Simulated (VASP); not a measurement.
Set up this calculation in VASP 6.6.1, as the native input.

```
Task                   : single point
Functional             : LDA
Potentials or basis    : VASP PAW LDA potentials, release 64 (Be, Pd)
Cutoff                 : 520 eV
k mesh                 : 12 × 12 × 12
Occupations            : fermi-dirac, width 0.08 eV
Spin                   : no spin polarisation
Dipole correction      : no
Further INCAR settings : ALGO = Normal; EDIFF = 1e-07; NBANDS = 13
```

The structure of BePd lies in POSCAR:

```
BePd
1.0
    2.8130000000     -0.0281300000     -0.0281300000
   -0.0281300000      2.8130000000     -0.0281300000
   -0.0281300000     -0.0281300000      2.8130000000
Be Pd
1 1
Direct
    0.0000000000      0.0000000000      0.0000000000
    0.5000000000      0.5000000000      0.5000000000
```

This cell differs from its parent crystal: equal xy, yz and zx shear strains of -2 %.

The input as run:

INCAR

```
SYSTEM = BePd
ALGO = Normal
EDIFF = 1E-7
ENCUT = 520
GGA = CA
ISIF = 2
ISMEAR = -1
LASPH = .TRUE.
LCHARG = .FALSE.
LREAL = .FALSE.
LWAVE = .FALSE.
NBANDS = 13
NELM = 60
PREC = Accurate
SIGMA = 0.08
```

KPOINTS

```
k-points
0
G
  12 12 12
  0 0 0
```

Potentials or basis: VASP PAW LDA potentials, release 64 (Be, Pd).

The run is started by

```sh
$ cat potpaw_LDA.64/Be/POTCAR potpaw_LDA.64/Pd/POTCAR > POTCAR
$ mpirun -np 1 vasp_std > vasp.out
```

It gave:

* Pressure: -7.2 GPa
* Band gap on the k mesh: zero (band 6 reaches 14.40 eV, above the bottom of band 7 at 8.41 eV)

Caveat: the cell differs from its parent crystal (equal xy, yz and zx shear strains of -2 %).

Run time: 26 s on 1 thread of Intel(R) Xeon(R) Platinum 8259CL CPU @ 2.50GHz (Skylake/Cascade Lake), on a shared host, peak memory 0.17 GiB.
